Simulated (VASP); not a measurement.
# AgB: single point with LDA+U

Crystal: AgB.

```
Ag B
1.0
     3.00598    0.00000    0.00000
     0.00000    3.00598    0.00000
     0.00000    0.00000    3.00598
Ag B
1 1
Direct
  0.01191 0.00155 0.00521
  0.48955 0.51333 0.48568
```

```yaml
Program: VASP 6.6.1
Task: single point
Functional: LDA
Potentials_or_basis: VASP PAW LDA potentials, release 64 (Ag, B)
Cutoff: 520 eV
k_mesh: 12 × 12 × 12
Occupations: methfessel-paxton, width 0.1 eV
Spin: no spin polarisation
Hubbard_terms: Ag d U = 5.0 eV
```

```yaml
Pressure: -18.7 GPa
Largest_force: 0.020 eV/Å
Band_gap_on_the_k_mesh: zero (bands 7 and 8 overlap by 3.51 eV)
```

Forces in eV/Å, atoms in the order of the input:
```
Ag   0.014 -0.007  0.012
B   -0.014  0.007 -0.012
```

Stress tensor (GPa, compression positive):
```
-18.66  -0.10   0.16
 -0.10 -18.65  -0.09
  0.16  -0.09 -18.65
```

Levels at points of the mesh, in eV from the Fermi level:
| k point | band 4 | band 5 | band 6 | band 7 | band 8 | band 9 | band 10 | band 11 |
| --- | --- | --- | --- | --- | --- | --- | --- | --- |
| (0.00, 0.00, 0.00) | -5.43 | -5.43 | -5.42 | 2.09 | 2.10 | 2.11 | 7.36 | 11.38 |
| (0.50, 0.00, 0.00) | -6.27 | -6.25 | -5.35 | -3.20 | 4.32 | 4.34 | 9.88 | 10.24 |
| (0.00, 0.50, 0.00) | -6.26 | -6.25 | -5.35 | -3.20 | 4.31 | 4.34 | 9.92 | 10.18 |
| (0.00, 0.00, 0.50) | -6.27 | -6.25 | -5.35 | -3.20 | 4.32 | 4.34 | 9.90 | 10.22 |
| (0.50, 0.50, 0.00) | -5.96 | -4.92 | -2.79 | -2.77 | -1.20 | 2.96 | 3.93 | 12.19 |
| (0.00, 0.50, 0.50) | -5.96 | -4.92 | -2.79 | -2.77 | -1.20 | 2.96 | 3.94 | 12.19 |
| (0.50, 0.00, 0.50) | -5.95 | -4.92 | -2.80 | -2.78 | -1.19 | 2.96 | 3.93 | 12.18 |
| (0.50, 0.50, 0.50) | -4.88 | -4.88 | -2.47 | 1.94 | 1.97 | 2.00 | 4.71 | 4.74 |

Eigenvalues of the final occupation matrices:
| site | spin | trace | eigenvalues |
| --- | --- | --- | --- |
| site 1 d | 1 | 4.69 | 0.93 0.93 0.93 0.95 0.95 |
| site 1 d | 2 | 4.69 | 0.93 0.93 0.93 0.95 0.95 |

It took 4.1 min on 1 thread of Intel Xeon 8259CL (shared host), peak memory 0.42 GiB.

Caveat: the cell stands under tension; U without spin polarisation on a metal has little footing; the U is typed as a test and isn't derived for this compound.
